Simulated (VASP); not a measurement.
A run of VASP 6.6.1 is set up as follows.

File INCAR:

```
PREC = Accurate
ENCUT = 520
EDIFF = 1E-6
ISMEAR = -1
SIGMA = 0.05
LREAL = F
LASPH = T
NELM = 100
ALGO = Normal
ISIF = 2
LWAVE = F
LCHARG = F
GGA = PS
IVDW = 12
NBANDS = 16
```

The input KPOINTS:

```
Automatic mesh
0
Gamma
  8 8 4
```

Contents of POSCAR:

```
MgS
1.0
    3.9965239115      0.0000000000      0.0000000000
   -1.9982619558      3.4610912342      0.0000000000
    0.0000000000      0.0000000000      6.3489832387
S Mg
2 2
Direct
    0.6666666667      0.3333333333      0.8790825352
    0.3333333333      0.6666666667      0.3790825352
    0.3333333333      0.6666666667      0.9959164648
    0.6666666667      0.3333333333      0.4959164648
```

Potentials or basis: VASP PAW PBE potentials, release 64 (S, Mg).

Run with:

```console
$ cat potpaw_PBE.64/S/POTCAR potpaw_PBE.64/Mg/POTCAR > POTCAR
$ mpirun -np 1 vasp_std > vasp.out
```

Predict the band gap on the k mesh.

3.42 eV.

Estimate the pressure.

-0.2 GPa.

Estimate the dispersion energy per atom.

-0.243 eV.

Caveat: three body term missing; the PAW data sets were made with another functional, which shifts forces and pressure a little.
